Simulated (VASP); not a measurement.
Input of a VASP 6.6.1 run:

The input INCAR:

```
PREC = Accurate
ENCUT = 520
EDIFF = 1E-6
ISMEAR = 0
SIGMA = 0.15
LREAL = False
LASPH = True
NELM = 150
ALGO = Fast
ISIF = 2
LWAVE = False
LCHARG = False
ISPIN = 2
MAGMOM = 0.45
LORBIT = 11
NUPDOWN = 0.45
LMAXMIX = 4
GGA = PS
NBANDS = 15
```

The input KPOINTS:

```
regular mesh
0
Gamma
  22 22 22
```

POSCAR

```
Pt
1.0
    0.0000000000      1.8335775616      1.8335775616
    1.8335775616      0.0000000000      1.8335775616
    1.8335775616      1.8335775616      0.0000000000
Pt
1
Direct
    0.0000000000      0.0000000000      0.0000000000
```

Potentials or basis: VASP PAW PBE potentials, release 64 (Pt).

Run with:

```bash
$ cat potpaw_PBE.64/Pt/POTCAR > POTCAR
$ mpirun -np 1 vasp_std > vasp.out
```

(1) Estimate the pressure.

## Answers

(1) 98.5 GPa.

Caveat: the cell stands under pressure; the PAW data sets were made with another functional, which shifts forces and pressure a little; the total moment is fixed, so each spin has its own Fermi level.
